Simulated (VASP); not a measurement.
# SrAlO4 (P4/mmm) in VASP: relaxation of cell and atoms with PBE

Aim: the relaxation of cell and atoms of SrAlO4 with PBE.

Program: VASP 6.6.1. These are calculated values, not measurements. Logs are shortened: lines on timing, memory, paths and dates and some standing lists are left out, and cuts for length are marked.

**1. The cell of the first run**

Symmetry: P4/mmm, No. 123, tetragonal system. The conventional cell has a = 3.647 Å, b = 3.647 Å, c = 6.285 Å, α = 90.00°, β = 90.00°, γ = 90.00°. Sr (site symmetry 4/mmm) has 6 O at 2.58 to 3.14 Å within 3.4 Å. Al (site symmetry 4/mmm) has 4 O at 1.82 Å within 2.4 Å. O (site symmetry mmm) has 2 Al at 1.82 Å and 2 O at 1.82 Å within 2.4 Å. Within 2.4 Å of O (site symmetry 4/mmm) lie 4 O at 1.82 Å. O (site symmetry 4/mmm) has 4 Sr at 2.58 Å and 2 Al at 3.14 Å within 3.4 Å.

The cell was generated, and may not be a known phase.

**2. Relaxation of cell and atoms, PBE**

INCAR

```
ALGO     = Normal         # electronic algorithm
EDIFF    = 1E-7           # SCF threshold, eV
EDIFFG   = -0.08          # ionic threshold
ENCUT    = 600            # plane-wave cutoff, eV
GGA      = PE             # functional
GGA_COMPAT= F            
IBRION   = 2              # ionic algorithm
ISIF     = 3              # what is computed and relaxed
ISMEAR   = 0              # smearing method
LASPH    = T              # aspherical terms in the spheres
LCHARG   = F              # write CHGCAR
LREAL    = F              # projectors in reciprocal space
LWAVE    = F              # write WAVECAR
NELM     = 120            # most SCF steps
NELMIN   = 4            
NSW      = 36             # ionic steps
PREC     = Accurate       # precision mode
SIGMA    = 0.2            # smearing width, eV
```

KPOINTS

```
k-points
0
Gamma
  5 5 3
```

POSCAR

```
SrAlO4
1.0
    3.6466779100      0.0000000000      0.0000000000
    0.0000000000      3.6466779100      0.0000000000
    0.0000000000      0.0000000000      6.2851185000
Sr Al O
1 1 4
Direct
    0.5000000000      0.5000000000      0.0000000000
    0.0000000000      0.0000000000      0.5000000000
    0.5000000000      0.0000000000      0.5000000000
    0.0000000000      0.5000000000      0.5000000000
    0.5000000000      0.5000000000      0.5000000000
    0.0000000000      0.0000000000      0.0000000000
```

Potentials or basis: VASP PAW PBE potentials, release 64 (Sr_sv, Al, O).

Run with:

```console
cat potpaw_PBE.64/Sr_sv/POTCAR potpaw_PBE.64/Al/POTCAR potpaw_PBE.64/O/POTCAR > POTCAR
mpirun -np 1 vasp_std > vasp.out
```

OUTCAR:

```text
EDIFF = 1E-7
   EDIFFG = -0.08
   ENCUT = 600
   GGA = PE
   IBRION = 2
   ISIF = 3
   ISMEAR = 0
   LASPH = T
   LREAL = F
   NELM = 120
   NELMIN = 4
   NSW = 36
   PREC = Accurate

 ion  position               nearest neighbor table
   1  0.500  0.500  0.000-   6 2.58   6 2.58   6 2.58   6 2.58   5 3.14   5 3.14   2 4.07   2 4.07
                             2 4.07   2 4.07   2 4.07   2 4.07   2 4.07   2 4.07
   2  0.000  0.000  0.500-   3 1.82   4 1.82   4 1.82   3 1.82   5 2.58   5 2.58   5 2.58   5 2.58
                             1 4.07   1 4.07   1 4.07   1 4.07   1 4.07   1 4.07   1 4.07   1 4.07
   3  0.500  0.000  0.500-   2 1.82   5 1.82   5 1.82   2 1.82
   4  0.000  0.500  0.500-   2 1.82   5 1.82   2 1.82   5 1.82
   5  0.500  0.500  0.500-   3 1.82   4 1.82   3 1.82   4 1.82   2 2.58   2 2.58   2 2.58   2 2.58
                             1 3.14   1 3.14
   6  0.000  0.000  0.000-   1 2.58   1 2.58   1 2.58   1 2.58

  LATTYP: Found a simple tetragonal cell.
 ALAT       =     3.6466779100
 C/A-ratio  =     1.7235189548

  Lattice vectors:

 A1 = (   3.6466779100,   0.0000000000,   0.0000000000)
 A2 = (   0.0000000000,   3.6466779100,   0.0000000000)
 A3 = (   0.0000000000,   0.0000000000,   6.2851185000)

Analysis of symmetry for initial positions (statically):
=====================================================================
 Subroutine PRICEL returns:
 Original cell was already a primitive cell.

 Routine SETGRP: Setting up the symmetry group for a
 simple tetragonal supercell.

 Subroutine GETGRP returns: Found 16 space group operations
 (whereof 16 operations were pure point group operations)
 out of a pool of 16 trial point group operations.

The static configuration has the point symmetry D_4h.

Analysis of symmetry for dynamics (positions and initial velocities):
=====================================================================
 Subroutine PRICEL returns:
 Original cell was already a primitive cell.

 Routine SETGRP: Setting up the symmetry group for a
 simple tetragonal supercell.

 Subroutine GETGRP returns: Found 16 space group operations
 (whereof 16 operations were pure point group operations)
 out of a pool of 16 trial point group operations.

The dynamic configuration has the point symmetry D_4h.

 Subroutine INISYM returns: Found 16 space group operations
 (whereof 16 operations are pure point group operations),
 and found     1 'primitive' translations

----------------------------------------------------------------------------------------

                                     Primitive cell

  volume of cell :      83.5811

  direct lattice vectors                    reciprocal lattice vectors
     3.646677910  0.000000000  0.000000000     0.274222189  0.000000000  0.000000000
     0.000000000  3.646677910  0.000000000     0.000000000  0.274222189  0.000000000
     0.000000000  0.000000000  6.285118500     0.000000000  0.000000000  0.159105990

  length of vectors
     3.646677910  3.646677910  6.285118500     0.274222189  0.274222189  0.159105990

  position of ions in fractional coordinates (direct lattice)
     0.500000000  0.500000000  0.000000000
     0.000000000  0.000000000  0.500000000
     0.500000000  0.000000000  0.500000000
     0.000000000  0.500000000  0.500000000
     0.500000000  0.500000000  0.500000000
     0.000000000  0.000000000  0.000000000

  ion indices of the primitive-cell ions
   primitive index   ion index
                 1           1
                 2           2
                 3           3
                 4           4
                 5           5
                 6           6

----------------------------------------------------------------------------------------

 KPOINTS: k-points

Automatic generation of k-mesh.
 Grid dimensions read from file:
 generate k-points for:    5    5    3

 Generating k-lattice:

  Cartesian coordinates                     Fractional coordinates (reciprocal lattice)
     0.054844438  0.000000000  0.000000000     0.200000000  0.000000000  0.000000000
     0.000000000  0.054844438  0.000000000     0.000000000  0.200000000  0.000000000
     0.000000000  0.000000000  0.053035330     0.000000000  0.000000000  0.333333333

  Length of vectors
     0.054844438  0.054844438  0.053035330

  Shift w.r.t. Gamma in fractional coordinates (k-lattice)
     0.000000000  0.000000000  0.000000000

 Subroutine IBZKPT returns following result:
 ===========================================

 Found     12 irreducible k-points:

 Following reciprocal coordinates:
            Coordinates               Weight
  0.000000  0.000000  0.000000      1.000000
  0.200000  0.000000  0.000000      4.000000
  0.400000  0.000000  0.000000      4.000000
  0.200000  0.200000  0.000000      4.000000
  0.400000  0.200000  0.000000      8.000000
  0.400000  0.400000  0.000000      4.000000
  0.000000  0.000000  0.333333      2.000000
  0.200000  0.000000  0.333333      8.000000
  0.400000  0.000000  0.333333      8.000000
  0.200000  0.200000  0.333333      8.000000
  0.400000  0.200000  0.333333     16.000000
  0.400000  0.400000  0.333333      8.000000
   k-points           NKPTS =     12   k-points in BZ     NKDIM =     12   number of bands    NBANDS=     22
   number of dos      NEDOS =    301   number of ions     NIONS =      6
   total plane-waves  NPLWV =  45000
   dimension x,y,z NGX =    30 NGY =   30 NGZ =   50
   dimension x,y,z NGXF=    60 NGYF=   60 NGZF=  100
   ions per type =               1   1   4
   NGX,Y,Z   is equivalent  to a cutoff of  13.68, 13.68, 13.23 a.u.
   NGXF,Y,Z  is equivalent  to a cutoff of  27.35, 27.35, 26.45 a.u.
 SYSTEM =  unknown system
   PREC   = accura    normal or accurate (medium, high low for compatibility)
   ISTART =      0    job   : 0-new  1-cont  2-samecut
   ICHARG =      2    charge: 1-file 2-atom 10-const
   ISPIN  =      1    spin polarized calculation?
   LNONCOLLINEAR =      F non collinear calculations
   LSORBIT =      F    spin-orbit coupling
   LASPH  =      T    aspherical Exc in radial PAW
   ENCUT  =  600.0 eV  44.10 Ry    6.64 a.u.   7.28  7.28 12.55*2*pi/ulx,y,z
   NELM   =    120;   NELMIN=  4; NELMDL= -5     # of ELM steps
   EDIFF  = 0.1E-06   stopping-criterion for ELM
   LREAL  =      F    real-space projection
   EDIFFG = -.8E-01   stopping-criterion for IOM
   NSW    =     36    number of steps for IOM
   IBRION =      2    ionic relax: 0-MD 1-quasi-New 2-CG
   NFREE  =      1    steps in history (QN), initial steepest desc. (CG)
   ISIF   =      3    stress and relaxation
   ISYM   =      2    0-nonsym 1-usesym 2-fastsym
   POTIM  = 0.5000    time-step for ionic-motion
   TEBEG  =    0.0;   TEEND  =   0.0 temperature during run
   PSTRESS=    0.0 pullay stress
   NELECT =      37.0000    total number of electrons
   NUPDOWN=      -1.0000    fix difference up-down
   EMIN   =  10.00;   EMAX   =-10.00  energy-range for DOS
   EFERMI =   0.00;   METHOD = LEGACY
   ISMEAR =     0;   SIGMA  =   0.20  broadening in eV -4-tet -1-fermi 0-gaus
   EFERMI_NEDOS =   21; number of points for ismear=-14 and -15
   IALGO  =     38    algorithm
   IMIX   =      4    mixing-type and parameters
     AMIX     =   0.40;   BMIX     =  1.00
     AMIX_MAG =   1.60;   BMIX_MAG =  1.00
  volume/ion in A,a.u.               =      13.93        94.01
  Fermi-wavevector in a.u.,A,eV,Ry     =   1.247688  2.357788 21.180532  1.556725
  Thomas-Fermi vector in A             =   2.381809
   LORBIT       =      0    0 simple, 1 ext, 2 COOP (PROOUT), +10 PAW based schemes
   GGA     = PE    functional components
   LHFCALC =     F    Hartree Fock is set to
   AEXX    =    0.0000 exact exchange contribution
   IVDW    =     0    specifies the selected vdW correction
   LEPSILON=     F    determine dielectric tensor
   LRPA    =     F    only Hartree local field effects (RPA)
 conjugate gradient relaxation of ions
 non-spin polarized calculation
 Gauss-broadening in eV      SIGMA  =   0.20
  energy-cutoff  :      600.00
  volume of cell :       83.58
 maximum number of plane-waves:      2810
 NGX is ok and might be reduce to    30
   NGX = 15   NGY = 15   NGZ = 25

--------------------------------------- Ionic step        1  -------------------------------------------

 number of electron      36.9999989 magnetization

 Free energy of the ion-electron system (eV)
  ---------------------------------------------------
  ext. energy  EPLUGINS =         0.00000000
  ---------------------------------------------------
  free energy    TOTEN  =       -33.31346496 eV

  energy without entropy =      -33.22674812  energy(sigma->0) =      -33.27010654

------------------------ aborting loop because EDIFF is reached ----------------------------------------

  FORCE on cell =-STRESS in cart. coord.  units (eV):
  Direction    XX          YY          ZZ          XY          YZ          ZX
  --------------------------------------------------------------------------------------
  -------------------------------------------------------------------------------------
  Total        4.7059777      4.7059777     -5.6074207      0.0000000      0.0000000      0.0000000
  in kB       90.2094775     90.2094775   -107.4893502      0.0000000      0.0000000      0.0000000
  external PRESSURE =      24.3098683 kB  Pullay stress =       0.0000000 kB
[... 101 lines left out ...]
  FREE ENERGIE OF THE ION-ELECTRON SYSTEM (eV)
  ---------------------------------------------------
  free  energy   TOTEN  =       -33.6954874067 eV

  energy  without entropy=      -33.5987643174  energy(sigma->0) =      -33.64712586

 E-fermi :   2.3775     XC(G=0):  -9.7794

 val. band max:        2.3442775194   @ k =   0.4000   0.0000   0.0000
 cond. band min:       2.4315548933   @ k =   0.0000   0.0000   0.0000
 fundamental gap:      0.0872773738
 Fermi energy:         2.3775147792

 k-point     1 :       0.0000    0.0000    0.0000
  band No.  band energies     occupation
      1     -30.9436      2.00000
      2     -18.1504      2.00000
      3     -15.0360      2.00000
      4     -13.0736      2.00000
      5     -12.7728      2.00000
      6     -12.7728      2.00000
[... 289 lines left out ...]
     21       6.9409      0.00000
     22       7.8658      0.00000

[... ionic steps 4 to 11 ...]

--------------------------------------- Ionic step       12  -------------------------------------------

 number of electron      37.0000021 magnetization

------------------------ aborting loop because EDIFF is reached ----------------------------------------
[... 75 lines left out ...]
--------------------------------------- Ionic step       14  -------------------------------------------

 number of electron      37.0000021 magnetization

 Free energy of the ion-electron system (eV)
  ---------------------------------------------------
  ext. energy  EPLUGINS =         0.00000000
  ---------------------------------------------------
  free energy    TOTEN  =       -35.10529651 eV

  energy without entropy =      -35.00425379  energy(sigma->0) =      -35.05477515

 E-fermi :   3.4970     XC(G=0): -10.8081

 val. band max:        3.4627187345   @ k =   0.4000   0.0000   0.0000
 cond. band min:       3.5235372303   @ k =   0.2000   0.0000   0.0000
 fundamental gap:      0.0608184958
 Fermi energy:         3.4970339296

 k-point     1 :       0.0000    0.0000    0.0000
  band No.  band energies     occupation
      1     -28.8487      2.00000
      2     -17.0439      2.00000
      3     -13.7498      2.00000
      4     -11.9409      2.00000
      5     -11.3301      2.00000
      6     -11.2151      2.00000
[... 322 lines left out ...]
  FREE ENERGIE OF THE ION-ELECTRON SYSTEM (eV)
  ---------------------------------------------------
  free  energy   TOTEN  =       -35.1052965128 eV

  energy  without entropy=      -35.0042537944  energy(sigma->0) =      -35.05477515

 reached required accuracy - stopping structural energy minimisation
```

Run time: 10 min. Hardware: 1 thread of Intel Xeon 8259CL, shared host; peak memory 0.24 GiB.

Results:

```
Free energy                           : -35.1053 eV
Relaxed volume                        : 11.46 Å³/atom
Relaxed cell                          : a = 3.844 Å, b = 3.844 Å, c = 4.654 Å, α = 90.00°, β = 90.00°, γ = 90.00°
Space group after relaxing (to 0.1 Å) : P4/mmm (No. 123)
Energy gained by relaxing             : 298.6 meV/atom
Ionic steps                           : 14
Pressure after relaxing               : -0.2 GPa
Band gap on the k mesh                : zero (an odd number of electrons rules out a gap without spin polarisation)
```

Stress tensor (GPa, compression positive):
```
-0.04  0.00  0.00
 0.00 -0.04  0.00
 0.00  0.00 -0.46
```

The path:
```csv
step,energy change (eV),largest force (eV/Å),pressure (GPa),volume (Å³)
1,0.0000,0.0000,2.43,83.58
2,-0.3539,0.0000,-7.77,85.97
3,-0.3820,0.0000,-10.09,86.60
4,-0.6878,0.0000,-10.64,83.61
5,-1.3677,0.0000,-9.98,77.14
6,-0.7514,0.0000,14.97,63.35
7,-1.6543,0.0000,-7.69,73.58
8,-1.7207,0.0000,-1.54,69.29
9,-1.7463,0.0000,-4.71,71.10
10,-1.7485,0.0000,-4.21,70.78
11,-1.7897,0.0000,-1.21,69.27
12,-1.7908,0.0000,-0.60,69.00
13,-1.7908,0.0000,-0.52,68.96
14,-1.7918,0.0000,-0.18,68.76
```

Final structure:
```xyz
6
Lattice="3.8437 0.0000 0.0000 0.0000 3.8437 0.0000 0.0000 0.0000 4.6542" Properties=species:S:1:pos:R:3 pbc="T T T"
Sr    1.9219    1.9219    0.0000
Al    3.8437    3.8437    2.3271
O     1.9219    3.8437    2.3271
O     0.0000    1.9219    2.3271
O     1.9219    1.9219    2.3271
O     0.0000    3.8437    4.6542
```

Caveat: the volume moved by over 15 % at a fixed basis, so the end points are rough; an odd number of electrons without spin polarisation forces a metal; a magnetic or distorted state may lie lower.

The gap in the log of VASP goes by the Fermi energy; the results here count the filled bands.